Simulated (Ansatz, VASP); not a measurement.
Sc in VASP and in Ansatz

```
Sc
1.0
     0.00000    2.35713    2.35713
     2.35713    0.00000    2.35713
     2.35713    2.35713    0.00000
Sc
1
Cartesian
  0.0000 0.0000 0.0000
```

Alike in both runs: task single point; functional r2SCAN; k mesh 13 × 13 × 13; occupations fermi-dirac, width 0.1 eV; no spin polarisation.

|  | VASP | Ansatz |
| --- | --- | --- |
| version | VASP 6.6.1 | Ansatz 0.2.0 |
| potentials or method | VASP PAW PBE potentials, release 64 (Sc_sv), cutoff 520 eV | plane waves (500 eV) with PAW, scalar-relativistic |
| valence electrons in the cell | 11 | 11 |

|  | VASP | Ansatz | Ansatz less VASP |
| --- | --- | --- | --- |
| pressure (GPa) | -1.8 | -2.0 | -0.17 |

VASP's potentials were made for PBE, not for r2SCAN.
